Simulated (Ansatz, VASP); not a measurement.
Al2Ru in VASP and in Ansatz

Contents of INCAR:

```
SYSTEM = Al2Ru
ALGO = Fast
EDIFF = 1E-6
ENCUT = 520
GGA = PS
ISIF = 2
ISMEAR = -5
LASPH = .TRUE.
LCHARG = .FALSE.
LREAL = .FALSE.
LWAVE = .FALSE.
NBANDS = 17
NELM = 60
PREC = Accurate
SIGMA = 0.1
```

File KPOINTS:

```
k-points
0
G
  18 18 18
  0 0 0
```

POSCAR

```
Al2Ru
1.0
   -1.5604216200      1.5604216200      4.2218055900
    1.5604216200     -1.5604216200      4.2218055900
    1.5604216200      1.5604216200     -4.2218055900
Al Ru
2 1
Direct
    0.6592021900      0.6592021900      0.0000000000
    0.3407978100      0.3407978100      0.0000000000
    0.0000000000      0.0000000000      0.0000000000
```

Input for Ansatz:

```yaml
crystal:
  lattice:
    - [-1.56042162, 1.56042162, 4.22180559]
    - [1.56042162, -1.56042162, 4.22180559]
    - [1.56042162, 1.56042162, -4.22180559]
  atoms:
    - { symbol: Al, position: [0.65920219, 0.65920219, 0.0] }
    - { symbol: Al, position: [0.34079781, 0.34079781, 0.0] }
    - { symbol: Ru, position: [0.0, 0.0, 0.0] }
basis:
  ecutwfc: 420
kpoints:
  mp_grid: { grid: [18, 18, 18] }
hamiltonian:
  xc: pbesol
scf:
  occupations: { method: tetrahedron }
output:
  forces: true
  stress: true
  eigenvalues: true
```

Alike in both runs: task single point; functional PBEsol; k mesh 18 × 18 × 18; occupations tetrahedron; no spin polarisation.

|  | VASP | Ansatz |
| --- | --- | --- |
| version | VASP 6.6.1 | Ansatz 0.2.0 |
| potentials or method | VASP PAW PBE potentials, release 64 (Al, Ru_pv), cutoff 520 eV | scalar-relativistic, plane waves, PAW |
| valence electrons in the cell | 20 | 22 |

```tsv
	VASP	Ansatz	Ansatz less VASP
gap on the k mesh at the Fermi level (eV)	none	none	-
pressure (GPa)	-0.4	-0.4	-0.08
traceless stress, the component that is largest in VASP (GPa)	-0.35	-0.38	-0.026
rms of the force components (eV/Å)	0.018	0.018	+0.0005
```

VASP's potentials were made for PBE, not for PBEsol. Atom by atom the forces differ by 0.000 eV/Å (rms over components). A gap of «none» marks a metal or a gap that the smearing closes. The functional is the same, so the differences come from potentials, cutoffs and numerics. VASP's potentials hold 20 valence electrons a cell and Ansatz's 22, so a difference there can come from the potentials and not from the codes. Ansatz's warnings: band table not solved further, tetrahedron derivatives may miss energy slope.
